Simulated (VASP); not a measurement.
Set up this calculation in VASP 6.6.1, as the native input.

* Task: relaxation of cell and atoms
* Functional: PBE
* Potentials or basis: VASP PAW PBE potentials, release 64 (Fe, Ru_pv)
* Cutoff: 600 eV
* k mesh: 4 × 4 × 4
* Occupations: gaussian, width 0.1 eV
* Spin: collinear spin, ferrimagnetic start
* Starting moments: [1.78, 1.78, 1.78, 1.78, -0.27, -0.27] μB
* Dipole correction: no
* Further INCAR settings: ALGO = Normal; EDIFF = 1e-06; IBRION = 2; EDIFFG = -0.04; NSW = 90; ISIF = 3

The structure of Fe2Ru lies in POSCAR:

```
Fe2Ru
1.0
    0.0000000000      3.2723722623      3.2723722623
    3.2723722623      0.0000000000      3.2723722623
    3.2723722623      3.2723722623      0.0000000000
Fe Ru
4 2
Direct
    0.6250000000      0.6250000000      0.6250000000
    0.1250000000      0.6250000000      0.6250000000
    0.6250000000      0.6250000000      0.1250000000
    0.6250000000      0.1250000000      0.6250000000
    0.0000000000      0.0000000000      0.0000000000
    0.2500000000      0.2500000000      0.2500000000
```

The input as run:

INCAR

```
PREC = Accurate
ENCUT = 600
EDIFF = 1E-6
ISMEAR = 0
SIGMA = 0.1
LREAL = F
LASPH = T
NELM = 150
ALGO = Normal
ISIF = 3
LWAVE = F
LCHARG = F
ISPIN = 2
MAGMOM = 1.78 1.78 1.78 1.78 -0.27 -0.27
LORBIT = 11
LMAXMIX = 4
GGA = PE
IBRION = 2
NSW = 90
EDIFFG = -0.04
```

KPOINTS

```
Automatic mesh
0
Gamma
  4 4 4
```

Potentials or basis: VASP PAW PBE potentials, release 64 (Fe, Ru_pv).

Launch:

```sh
$ cat potpaw_PBE.64/Fe/POTCAR potpaw_PBE.64/Ru_pv/POTCAR > POTCAR
$ mpirun -np 1 vasp_std > vasp.out
```

Results of the run:

```yaml
Relaxed_volume: 11.87 Å³/atom
Relaxed_cell: a = 4.653 Å, b = 4.653 Å, c = 4.653 Å, α = 60.00°, β = 60.00°, γ = 60.00°
Space_group_after_relaxing_to_0.1_Å: Fd-3m (No. 227)
Energy_gained_by_relaxing: 2.2 meV/atom
Ionic_steps: 3
Pressure_after_relaxing: 0.0 GPa
Net_moment: 5.72 μB per cell
Site_moments: Fe +1.59; Ru -0.34 μB
Valence_electrons_inside_the_program's_atomic_spheres: Fe 7.48; Ru 12.49
```

Caveat: the k points lie up to 0.41 Å⁻¹ apart in the final cell.

Run time: 5.4 min on 1 thread of Oxide Virtual Turin-like Processor, with other jobs on the host, peak memory 0.27 GiB.
